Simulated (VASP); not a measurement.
Here is a VASP 6.6.1 calculation.

File POSCAR:

```
LiCl
1.0
    0.0000000000      2.5751358487      2.5751358487
    2.5751358487      0.0000000000      2.5751358487
    2.5751358487      2.5751358487      0.0000000000
Li Cl
1 1
Direct
    0.0000000000      0.0000000000      0.0000000000
    0.5000000000      0.5000000000      0.5000000000
```

File INCAR.step1:

```
SYSTEM = LiCl
  PREC = Accurate
  ENCUT = 600
  ISMEAR = -1
  SIGMA = 0.02
  LREAL = .False.
  LASPH = .True.
  NELM = 60
  GGA = PE
  ALGO = Normal
  EDIFF = 1E-4
  LWAVE = .True.
  LCHARG = .False.
```

INCAR.step2

```
SYSTEM = LiCl
  PREC = Accurate
  ENCUT = 600
  EDIFF = 1E-7
  ISMEAR = -1
  SIGMA = 0.02
  LREAL = .False.
  LASPH = .True.
  NELM = 60
  ALGO = Normal
  ISIF = 3
  LWAVE = .False.
  LCHARG = .False.
  METAGGA = R2SCAN
  LMIXTAU = .True.
  IBRION = 2
  NSW = 80
  EDIFFG = -0.005
  ISTART = 1
```

KPOINTS

```
regular mesh
0
Gamma
  8 8 8
  0 0 0
```

Potentials or basis: VASP PAW PBE potentials, release 64 (Li_sv, Cl).

The run is started by

```bash
$ cat potpaw_PBE.64/Li_sv/POTCAR potpaw_PBE.64/Cl/POTCAR > POTCAR
$ cp INCAR.step1 INCAR
$ mpirun -np 1 vasp_std > vasp.out
$ cp INCAR.step2 INCAR
$ mpirun -np 1 vasp_std > vasp.out
```

Problem. What does it give for the relaxed volume?

Solution. 16.45 Å³/atom.

Problem. Estimate the relaxed cell.

Solution. a = 3.597 Å, b = 3.597 Å, c = 3.597 Å, α = 60.00°, β = 60.00°, γ = 60.00°.

Final structure:
```yaml
crystal:
  lattice:
    - [0.00000, 2.54350, 2.54350]
    - [2.54350, 0.00000, 2.54350]
    - [2.54350, 2.54350, 0.00000]
  atoms:
    - { symbol: Li, position: [0.00000, 0.00000, 0.00000] }
    - { symbol: Cl, position: [0.50000, 0.50000, 0.50000] }
```

Caveat: the cutoff is under 1.25 times the usual one of these potentials, so pressure, stress and relaxed cells hold a basis-set (Pulay) error; the PAW data sets were made with another functional, which shifts forces and pressure a little.
